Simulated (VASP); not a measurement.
# KBr (Fm-3m) in VASP: a series of runs

Runs on KBr. Level: PBE-based screened hybrid with 25 % exact exchange. Tasks: single point.

Program: VASP 6.6.1. These are calculated values, not measurements. Logs are shortened: lines on timing, memory, paths and dates and some standing lists are left out, and cuts for length are marked.

### Step 1. The cell of the first run

Symmetry: Fm-3m, No. 225, cubic system. The conventional cell has a = 6.556 Å, b = 6.556 Å, c = 6.556 Å, α = 90.00°, β = 90.00°, γ = 90.00°. Br (site symmetry m-3m) has 6 K at 3.28 Å within 4.3 Å. K (site symmetry m-3m) has 6 Br at 3.28 Å within 4.3 Å.

### Step 2. Single point, PBE-based screened hybrid with 25 % exact exchange

The input, POSCAR:

```
KBr
1.0
    0.0000000000      3.2778516817      3.2778516817
    3.2778516817      0.0000000000      3.2778516817
    3.2778516817      3.2778516817      0.0000000000
Br K
1 1
Direct
    0.5000000000      0.5000000000      0.5000000000
    0.0000000000      0.0000000000      0.0000000000
```

The input, INCAR.step1:

```
SYSTEM = KBr
PREC     = Accurate       ! precision mode
ENCUT    = 520            ! plane-wave cutoff, eV
EDIFF    = 1E-5           ! SCF threshold, eV
ISMEAR   = 0              ! smearing method
SIGMA    = 0.1            ! smearing width, eV
LREAL    = .False.        ! projectors in reciprocal space
LASPH    = .True.         ! aspherical terms in the spheres
NELM     = 80             ! most SCF steps
ALGO     = Normal         ! electronic algorithm
ISIF     = 2              ! what is computed and relaxed
LWAVE    = .True.         ! write WAVECAR
GGA      = PE             ! functional
NBANDS   = 15             ! bands
```

The input, INCAR.step2:

```
SYSTEM = KBr
PREC     = Accurate       ! precision mode
ENCUT    = 520            ! plane-wave cutoff, eV
EDIFF    = 1E-7           ! SCF threshold, eV
ISMEAR   = 0              ! smearing method
SIGMA    = 0.1            ! smearing width, eV
LREAL    = .False.        ! projectors in reciprocal space
LASPH    = .True.         ! aspherical terms in the spheres
NELM     = 80             ! most SCF steps
ALGO     = Normal         ! electronic algorithm
ISIF     = 2              ! what is computed and relaxed
LWAVE    = .False.        ! write WAVECAR
LCHARG   = .True.         ! write CHGCAR
GGA      = PE             ! functional
LHFCALC  = .True.         ! exact exchange
AEXX     = 0.25           ! exact-exchange fraction
HFSCREEN = 0.3            ! screening, 1/A
PRECFOCK = Normal       
LELF     = .True.         ! ELF
LVHAR    = .True.       
ISTART   = 1            
NBANDS   = 15             ! bands
```

The input, KPOINTS:

```
regular mesh
0
Gamma
  4 4 4
  0 0 0
```

Potentials or basis: VASP PAW PBE potentials, release 64 (Br, K_sv).

Run with:

```bash
cat potpaw_PBE.64/Br/POTCAR potpaw_PBE.64/K_sv/POTCAR > POTCAR
cp INCAR.step1 INCAR
mpirun -np 1 vasp_std > vasp.out
cp INCAR.step2 INCAR
mpirun -np 1 vasp_std > vasp.out
```

OUTCAR:

```text
SYSTEM = KBr
   PREC = Accurate
   ENCUT = 520
   EDIFF = 1E-7
   ISMEAR = 0
   LREAL = .False.
   LASPH = .True.
   NELM = 80
   ISIF = 2
   GGA = PE
   LHFCALC = .True.
   AEXX = 0.25
   HFSCREEN = 0.3
   PRECFOCK = Normal
   ISTART = 1

 ion  position               nearest neighbor table
   1  0.500  0.500  0.500-   2 3.28   2 3.28   2 3.28   2 3.28   2 3.28   2 3.28
   2  0.000  0.000  0.000-   1 3.28   1 3.28   1 3.28   1 3.28   1 3.28   1 3.28

  LATTYP: Found a face centered cubic cell.
 ALAT       =     6.5557033634

  Lattice vectors:

 A1 = (   0.0000000000,   3.2778516817,   3.2778516817)
 A2 = (   3.2778516817,   0.0000000000,   3.2778516817)
 A3 = (   3.2778516817,   3.2778516817,   0.0000000000)

Analysis of symmetry for initial positions (statically):
=====================================================================
 Subroutine PRICEL returns:
 Original cell was already a primitive cell.

 Routine SETGRP: Setting up the symmetry group for a
 face centered cubic supercell.

 Subroutine GETGRP returns: Found 48 space group operations
 (whereof 48 operations were pure point group operations)
 out of a pool of 48 trial point group operations.

The static configuration has the point symmetry O_h .

Analysis of symmetry for dynamics (positions and initial velocities):
=====================================================================
 Subroutine PRICEL returns:
 Original cell was already a primitive cell.

 Routine SETGRP: Setting up the symmetry group for a
 face centered cubic supercell.

 Subroutine GETGRP returns: Found 48 space group operations
 (whereof 48 operations were pure point group operations)
 out of a pool of 48 trial point group operations.

The dynamic configuration has the point symmetry O_h .

 Subroutine INISYM returns: Found 48 space group operations
 (whereof 48 operations are pure point group operations),
 and found     1 'primitive' translations

----------------------------------------------------------------------------------------

                                     Primitive cell

  volume of cell :      70.4365

  direct lattice vectors                    reciprocal lattice vectors
     0.000000000  3.277851682  3.277851682    -0.152538934  0.152538934  0.152538934
     3.277851682  0.000000000  3.277851682     0.152538934 -0.152538934  0.152538934
     3.277851682  3.277851682  0.000000000     0.152538934  0.152538934 -0.152538934

  length of vectors
     4.635582304  4.635582304  4.635582304     0.264205183  0.264205183  0.264205183

  position of ions in fractional coordinates (direct lattice)
     0.500000000  0.500000000  0.500000000
     0.000000000  0.000000000  0.000000000

  ion indices of the primitive-cell ions
   primitive index   ion index
                 1           1
                 2           2

----------------------------------------------------------------------------------------

 KPOINTS: regular mesh

Automatic generation of k-mesh.
 Grid dimensions read from file:
 generate k-points for:    4    4    4

 Generating k-lattice:

  Cartesian coordinates                     Fractional coordinates (reciprocal lattice)
    -0.038134733  0.038134733  0.038134733     0.250000000  0.000000000  0.000000000
     0.038134733 -0.038134733  0.038134733     0.000000000  0.250000000  0.000000000
     0.038134733  0.038134733 -0.038134733     0.000000000  0.000000000  0.250000000

  Length of vectors
     0.066051296  0.066051296  0.066051296

  Shift w.r.t. Gamma in fractional coordinates (k-lattice)
     0.000000000  0.000000000  0.000000000

 Subroutine IBZKPT returns following result:
 ===========================================

 Found      8 irreducible k-points:

 Following reciprocal coordinates:
            Coordinates               Weight
  0.000000  0.000000  0.000000      1.000000
  0.250000  0.000000  0.000000      8.000000
  0.500000  0.000000  0.000000      4.000000
  0.250000  0.250000  0.000000      6.000000
  0.500000  0.250000  0.000000     24.000000
 -0.250000  0.250000  0.000000     12.000000
  0.500000  0.500000  0.000000      3.000000
 -0.250000  0.500000  0.250000      6.000000
   k-points           NKPTS =      8   k-points in BZ     NKDIM =     64   number of bands    NBANDS=     15
   number of dos      NEDOS =    301   number of ions     NIONS =      2
   total plane-waves  NPLWV =  46656
   dimension x,y,z NGX =    36 NGY =   36 NGZ =   36
   dimension x,y,z NGXF=    72 NGYF=   72 NGZF=   72
   ions per type =               1   1
   NGX,Y,Z   is equivalent  to a cutoff of  12.91, 12.91, 12.91 a.u.
   NGXF,Y,Z  is equivalent  to a cutoff of  25.82, 25.82, 25.82 a.u.
 SYSTEM =  KBr
   PREC   = accura    normal or accurate (medium, high low for compatibility)
   ISTART =      1    job   : 0-new  1-cont  2-samecut
   ICHARG =      0    charge: 1-file 2-atom 10-const
   ISPIN  =      1    spin polarized calculation?
   LNONCOLLINEAR =      F non collinear calculations
   LSORBIT =      F    spin-orbit coupling
   LASPH  =      T    aspherical Exc in radial PAW
   ENCUT  =  520.0 eV  38.22 Ry    6.18 a.u.   8.62  8.62  8.62*2*pi/ulx,y,z
   NELM   =     80;   NELMIN=  2; NELMDL=  0     # of ELM steps
   EDIFF  = 0.1E-06   stopping-criterion for ELM
   LREAL  =      F    real-space projection
   EDIFFG = 0.1E-05   stopping-criterion for IOM
   NSW    =      0    number of steps for IOM
   IBRION =     -1    ionic relax: 0-MD 1-quasi-New 2-CG
   NFREE  =      0    steps in history (QN), initial steepest desc. (CG)
   ISIF   =      2    stress and relaxation
   ISYM   =      3    0-nonsym 1-usesym 2-fastsym
   POTIM  = 0.5000    time-step for ionic-motion
   TEBEG  =    0.0;   TEEND  =   0.0 temperature during run
   PSTRESS=    0.0 pullay stress
   NELECT =      16.0000    total number of electrons
   NUPDOWN=      -1.0000    fix difference up-down
   EMIN   =  10.00;   EMAX   =-10.00  energy-range for DOS
   EFERMI =   0.00;   METHOD = LEGACY
   ISMEAR =     0;   SIGMA  =   0.10  broadening in eV -4-tet -1-fermi 0-gaus
   EFERMI_NEDOS =   21; number of points for ismear=-14 and -15
   IALGO  =     38    algorithm
   IMIX   =      1    mixing-type and parameters
     AMIX     =   0.40;   BMIX     =  1.00
     AMIX_MAG =   1.60;   BMIX_MAG =  1.00
  volume/ion in A,a.u.               =      35.22       237.66
  Fermi-wavevector in a.u.,A,eV,Ry     =   0.998885  1.887619 13.575504  0.997771
  Thomas-Fermi vector in A             =   2.131138
   LORBIT       =      0    0 simple, 1 ext, 2 COOP (PROOUT), +10 PAW based schemes
   GGA     = PE    functional components
   LHFCALC =     T    Hartree Fock is set to
   PRECFOCK=normal    Normal, Fast or Accurate (Low or Medium for compatibility)
   ENCUT4O =  -1.0   cutoff for four orbital integrals eV
   NKREDX  =     1    reduce k-point grid by
   NKREDY  =     1    reduce k-point grid by
   NKREDZ  =     1    reduce k-point grid by
   AEXX    =    0.2500 exact exchange contribution
   HFSCREEN=    0.3000 screening length (either q_TF or 0.3 A-1)
   HFSCREENC=   0.3000 screening length for correlation (either q_TF or 0.3 A-1)
   ENCUTFOCK=  -1.0 apply spherical cutoff to Coloumb kernel
   IVDW    =     0    specifies the selected vdW correction
   LEPSILON=     F    determine dielectric tensor
   LRPA    =     F    only Hartree local field effects (RPA)
 non-spin polarized calculation
 Gauss-broadening in eV      SIGMA  =   0.10
  energy-cutoff  :      520.00
  volume of cell :       70.44
 maximum number of plane-waves:      1924
 NGX is ok and might be reduce to    36
  NGX = 28; NGY = 28; NGZ = 28

 number of electron      15.9999999 magnetization

 Free energy of the ion-electron system (eV)
  ---------------------------------------------------
  ext. energy  EPLUGINS =         0.00000000
  ---------------------------------------------------
  free energy    TOTEN  =        -6.99602129 eV

  energy without entropy =       -6.99602129  energy(sigma->0) =       -6.99602129

 E-fermi :  -1.8529     XC(G=0):  -6.3843

 val. band max:       -2.3915768990   @ k =   0.0000   0.0000   0.0000
 cond. band min:       3.0393798766   @ k =   0.0000   0.0000   0.0000
 fundamental gap:      5.4309567756
 Fermi energy:        -1.8528856364

 k-point     1 :       0.0000    0.0000    0.0000
  band No.  band energies     occupation
      1     -32.2589      2.00000
      2     -15.6936      2.00000
      3     -14.4025      2.00000
      4     -14.4025      2.00000
      5     -14.4025      2.00000
      6      -2.3916      2.00000
      7      -2.3916      2.00000
      8      -2.3916      2.00000
      9       3.0394      0.00000
     10       6.3235      0.00000
     11       6.3235      0.00000
     12       6.3235      0.00000
     13       7.2781      0.00000
     14       7.2781      0.00000
     15      10.1891      0.00000

 k-point     2 :       0.2500    0.0000    0.0000
  band No.  band energies     occupation
      1     -32.2557      2.00000
      2     -15.7889      2.00000
      3     -14.4044      2.00000
      4     -14.4044      2.00000
      5     -14.2607      2.00000
      6      -3.0936      2.00000
      7      -2.5758      2.00000
      8      -2.5758      2.00000
      9       4.3197      0.00000
     10       6.1652      0.00000
     11       7.0807      0.00000
     12       7.0807      0.00000
     13       8.1033      0.00000
     14       8.1033      0.00000
     15      11.2884      0.00000
[... 77 lines left out ...]
      3     -14.5021      2.00000
      4     -14.4422      2.00000
      5     -14.4422      2.00000
      6      -3.2630      2.00000
      7      -2.7002      2.00000
      8      -2.7002      2.00000
      9       4.4158      0.00000
     10       5.9260      0.00000
     11       8.2594      0.00000
     12       8.3450      0.00000
     13       8.7212      0.00000
     14       9.9436      0.00000
     15       9.9436      0.00000

 k-point     8 :      -0.2500    0.5000    0.2500
  band No.  band energies     occupation
      1     -32.2504      2.00000
      2     -15.6758      2.00000
      3     -14.4719      2.00000
      4     -14.4719      2.00000
      5     -14.2988      2.00000
      6      -3.0191      2.00000
      7      -3.0191      2.00000
      8      -2.9643      2.00000
      9       6.0404      0.00000
     10       6.0404      0.00000
     11       7.0318      0.00000
     12       7.9546      0.00000
     13       9.5965      0.00000
     14       9.9794      0.00000
     15      10.2280      0.00000

------------------------ aborting loop because EDIFF is reached ----------------------------------------

  FORCE on cell =-STRESS in cart. coord.  units (eV):
  Direction    XX          YY          ZZ          XY          YZ          ZX
  --------------------------------------------------------------------------------------
  -------------------------------------------------------------------------------------
  Total        0.3736113      0.3736113      0.3736113     -0.0000000     -0.0000000     -0.0000000
  in kB        8.4983122      8.4983122      8.4983122     -0.0000000     -0.0000000     -0.0000000
  external PRESSURE =       8.4983122 kB  Pullay stress =       0.0000000 kB

 VOLUME and BASIS-vectors are now :
 -----------------------------------------------------------------------------
  energy-cutoff  :      520.00
  volume of cell :       70.44
      direct lattice vectors                 reciprocal lattice vectors
     0.000000000  3.277851682  3.277851682    -0.152538934  0.152538934  0.152538934
     3.277851682  0.000000000  3.277851682     0.152538934 -0.152538934  0.152538934
     3.277851682  3.277851682  0.000000000     0.152538934  0.152538934 -0.152538934

 POSITION                                       TOTAL-FORCE (eV/Angst)
 -----------------------------------------------------------------------------------
      3.27785      3.27785      3.27785         0.000000     -0.000000     -0.000000
      0.00000      0.00000      0.00000        -0.000000      0.000000      0.000000
 -----------------------------------------------------------------------------------
    total drift:                                0.000000      0.000000      0.000000

  FREE ENERGIE OF THE ION-ELECTRON SYSTEM (eV)
  ---------------------------------------------------
  free  energy   TOTEN  =        -6.9960212910 eV

  energy  without entropy=       -6.9960212910  energy(sigma->0) =       -6.99602129
```

It took 14 min on 1 thread of Intel Xeon 8259CL, shared host; peak memory 0.32 GiB.

What came out:

```
Free energy            : -6.9960 eV
Pressure               : 0.8 GPa
Band gap on the k mesh : 5.43 eV
```

Caveat: the PAW data sets were made with another functional, which shifts forces and pressure a little.

### Step 3. Single point, PBE-based screened hybrid with 25 % exact exchange

This run uses another cell than the first one, of 35.94 Å³/atom.

The input, POSCAR:

```
KBr
1.0
    0.0000000000      3.3000000000      3.3000000000
    3.3000000000      0.0000000000      3.3000000000
    3.3000000000      3.3000000000      0.0000000000
Br K
1 1
Direct
    0.5000000000      0.5000000000      0.5000000000
    0.0000000000      0.0000000000      0.0000000000
```

The input, INCAR.step1:

```
PREC = Accurate ; ENCUT = 520
EDIFF = 1E-5 ; ISMEAR = 0
SIGMA = 0.1 ; LREAL = F
LASPH = T ; NELM = 100
ALGO = Normal ; ISIF = 2
LWAVE = T ; LCHARG = F
NBANDS = 15 ; GGA = PE
```

The input, INCAR.step2:

```
PREC = Accurate ; ENCUT = 520
EDIFF = 1E-6 ; ISMEAR = 0
SIGMA = 0.1 ; LREAL = F
LASPH = T ; NELM = 100
ALGO = Normal ; ISIF = 2
LWAVE = F ; LCHARG = F
GGA = PE ; LHFCALC = T
AEXX = 0.25 ; HFSCREEN = 0.3
PRECFOCK = Normal ; NBANDS = 15
ISTART = 1
```

The input, KPOINTS:

```
Automatic mesh
0
Gamma
  4 4 4
```

Potentials or basis: VASP PAW PBE potentials, release 64 (Br, K_sv).

Run with:

```bash
cat potpaw_PBE.64/Br/POTCAR potpaw_PBE.64/K_sv/POTCAR > POTCAR
cp INCAR.step1 INCAR
mpirun -np 1 vasp_std > vasp.out
cp INCAR.step2 INCAR
mpirun -np 1 vasp_std > vasp.out
```

OUTCAR:

```text
PREC = Accurate
   ENCUT = 520
   EDIFF = 1E-6
   ISMEAR = 0
   LREAL = F
   LASPH = T
   NELM = 100
   ISIF = 2
   GGA = PE
   LHFCALC = T
   AEXX = 0.25
   HFSCREEN = 0.3
   PRECFOCK = Normal
   ISTART = 1

 ion  position               nearest neighbor table
   1  0.500  0.500  0.500-   2 3.30   2 3.30   2 3.30   2 3.30   2 3.30   2 3.30
   2  0.000  0.000  0.000-   1 3.30   1 3.30   1 3.30   1 3.30   1 3.30   1 3.30

[... 324 lines left out ...]
     15      10.0371      0.00000

------------------------ aborting loop because EDIFF is reached ----------------------------------------

  FORCE on cell =-STRESS in cart. coord.  units (eV):
  Direction    XX          YY          ZZ          XY          YZ          ZX
  --------------------------------------------------------------------------------------
  -------------------------------------------------------------------------------------
  Total        0.2222097      0.2222097      0.2222097      0.0000000      0.0000000     -0.0000000
  in kB        4.9533811      4.9533811      4.9533811      0.0000000      0.0000000     -0.0000000
  external PRESSURE =       4.9533811 kB  Pullay stress =       0.0000000 kB

 VOLUME and BASIS-vectors are now :
 -----------------------------------------------------------------------------
  energy-cutoff  :      520.00
  volume of cell :       71.87
      direct lattice vectors                 reciprocal lattice vectors
     0.000000000  3.300000000  3.300000000    -0.151515152  0.151515152  0.151515152
     3.300000000  0.000000000  3.300000000     0.151515152 -0.151515152  0.151515152
     3.300000000  3.300000000  0.000000000     0.151515152  0.151515152 -0.151515152

 POSITION                                       TOTAL-FORCE (eV/Angst)
 -----------------------------------------------------------------------------------
      3.30000      3.30000      3.30000        -0.000000      0.000000     -0.000000
      0.00000      0.00000      0.00000         0.000000     -0.000000      0.000000
 -----------------------------------------------------------------------------------
    total drift:                                0.000000      0.000000      0.000000

  FREE ENERGIE OF THE ION-ELECTRON SYSTEM (eV)
  ---------------------------------------------------
  free  energy   TOTEN  =        -7.0021623773 eV

  energy  without entropy=       -7.0021623773  energy(sigma->0) =       -7.00216238
```

It took 16 min on 1 thread of Intel Xeon 8259CL, shared host; peak memory 0.32 GiB.

What came out:

- Free energy: -7.0022 eV
- Pressure: 0.5 GPa
- Band gap on the k mesh: 5.37 eV

Caveat: the PAW data sets were made with another functional, which shifts forces and pressure a little.
